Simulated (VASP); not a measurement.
Write the native input for VASP 6.6.1 that does the following.

```yaml
Task: single point
Functional: r2SCAN
Potentials_or_basis: VASP PAW PBE potentials, release 64 (B, N)
Cutoff: 520 eV
k_mesh: 12 × 12 × 6
Occupations: gaussian, width 0.01 eV
Spin: no spin polarisation
Dipole_correction: no
Further_INCAR_settings: ALGO = Normal; EDIFF = 1e-06; NBANDS = 16
```

BN:

```
CELL_PARAMETERS angstrom
2.54332 0.00000 0.00000
-1.27166 2.20258 0.00000
0.00000 0.00000 4.20685
ATOMIC_POSITIONS crystal
B 0.33333 0.66667 0.98089
B 0.66667 0.33333 0.48089
N 0.33333 0.66667 0.39311
N 0.66667 0.33333 0.89311
```

This cell differs from its parent crystal: atoms displaced along a vibrational mode.

These files were run (other wordings do the same):

POSCAR

```
BN
1.0
    2.5433243829      0.0000000000      0.0000000000
   -1.2716621915      2.2025835257      0.0000000000
    0.0000000000      0.0000000000      4.2068547497
B N
2 2
Direct
    0.3333333333      0.6666666667     -0.0191121685
    0.6666666667      0.3333333333      0.4808878315
    0.3333333333      0.6666666667      0.3931121685
    0.6666666667      0.3333333333      0.8931121685
```

INCAR.step1

```
PREC = Accurate
ENCUT = 520
ISMEAR = 0
SIGMA = 0.01
LREAL = F
LASPH = T
NELM = 100
NBANDS = 16
GGA = PE
ALGO = Normal
EDIFF = 1E-4
LWAVE = T
LCHARG = F
```

INCAR.step2

```
PREC = Accurate
ENCUT = 520
EDIFF = 1E-6
ISMEAR = 0
SIGMA = 0.01
LREAL = F
LASPH = T
NELM = 100
ALGO = Normal
ISIF = 2
LWAVE = F
LCHARG = F
METAGGA = R2SCAN
LMIXTAU = T
NBANDS = 16
ISTART = 1
```

KPOINTS

```
regular mesh
0
Gamma
  12 12 6
```

Potentials or basis: VASP PAW PBE potentials, release 64 (B, N).

Launch:

```sh
$ cat potpaw_PBE.64/B/POTCAR potpaw_PBE.64/N/POTCAR > POTCAR
$ cp INCAR.step1 INCAR
$ mpirun -np 1 vasp_std > vasp.out
$ cp INCAR.step2 INCAR
$ mpirun -np 1 vasp_std > vasp.out
```

Results of the run:

```
Pressure               : 8.5 GPa
Largest force          : 2.412 eV/Å
Band gap on the k mesh : 5.63 eV (least direct gap 7.53 eV)
```

Caveat: the cell differs from its parent crystal (atoms displaced along a vibrational mode); the cell stands under pressure; the PAW data sets were made with another functional, which shifts forces and pressure a little.

Wall time 2.1 min on 1 thread of Intel Xeon 8259CL (shared host), peak memory 0.15 GiB.
